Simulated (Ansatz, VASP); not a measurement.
## Two plane-wave programs on AgO2

```xyz
3
Lattice="2.7829 -1.6353 0.0186 2.7829 1.6353 0.0186 0.0239 0.0000 3.7825" Properties=species:S:1:pos:R:3 pbc="T T T"
O     3.7476    0.0000    2.8735
O     1.8421    0.0000    0.9461
Ag    0.0000    0.0000    0.0000
```

Alike in both runs: functional r2SCAN; k mesh 8 × 8 × 6; occupations gaussian, width 0.1 eV; no spin polarisation.

Ansatz relaxed the structure, and its values are those at the end. VASP's run is a single point on that final structure, the one shown.

|  | VASP | Ansatz |
| --- | --- | --- |
| version | VASP 6.6.1 | Ansatz 0.2.0 |
| potentials or method | VASP PAW PBE potentials, release 64 (O, Ag), cutoff 520 eV | scalar-relativistic, plane waves, PAW |
| valence electrons in the cell | 23 | 31 |

|  | VASP | Ansatz | Ansatz less VASP |
| --- | --- | --- | --- |
| gap on the k mesh at the Fermi level (eV) | none | none | - |
| pressure (GPa) | 0.3 | 0.0 | -0.25 |
| rms of the force components (eV/Å) | 0.026 | 0.017 | -0.0096 |

VASP's potentials were made for PBE, not for r2SCAN. A gap of «none» marks a metal or a gap that the smearing closes. The functional is the same, so the differences come from potentials, cutoffs and numerics. VASP's potentials hold 23 valence electrons a cell and Ansatz's 31, so a difference there can come from the potentials and not from the codes.
